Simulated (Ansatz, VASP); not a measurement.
One calculation of In3As, two programs

```
CELL_PARAMETERS angstrom
4.67168 0.00000 0.00000
0.00000 4.67168 0.00000
0.00000 0.00000 4.67168
ATOMIC_POSITIONS crystal
In 0.00000 0.50000 0.50000
In 0.50000 0.00000 0.50000
In 0.50000 0.50000 0.00000
As 0.00000 0.00000 0.00000
```

Alike in both runs: task relaxation of cell and atoms; functional PBE; dispersion D3(BJ); k mesh 10 × 10 × 10; occupations gaussian, width 0.1 eV; no spin polarisation.

|  | VASP | Ansatz |
| --- | --- | --- |
| version | VASP 6.6.1 | Ansatz 0.2.0 |
| potentials or method | VASP PAW PBE potentials, release 64 (In_d, As), cutoff 600 eV | scalar-relativistic, plane waves, PAW |
| valence electrons in the cell | 44 | 54 |

Ansatz gave:

| Property | Result |
| --- | --- |
| gap on the k mesh at the Fermi level, each at its own relaxed structure (eV) | none |
| relaxed volume (Å³/atom) | 24.37 |
| relaxed cell length with the largest relative difference (Å) | 4.602 |

Question: Estimate VASP's values.

Answer: gap on the k mesh at the Fermi level, each at its own relaxed structure (eV): none; relaxed volume (Å³/atom): 24.41; relaxed cell length with the largest relative difference (Å): 4.605.

A gap of «none» marks a metal or a gap that the smearing closes. VASP's potentials hold 44 valence electrons a cell and Ansatz's 54, so a difference there can come from the potentials and not from the codes.
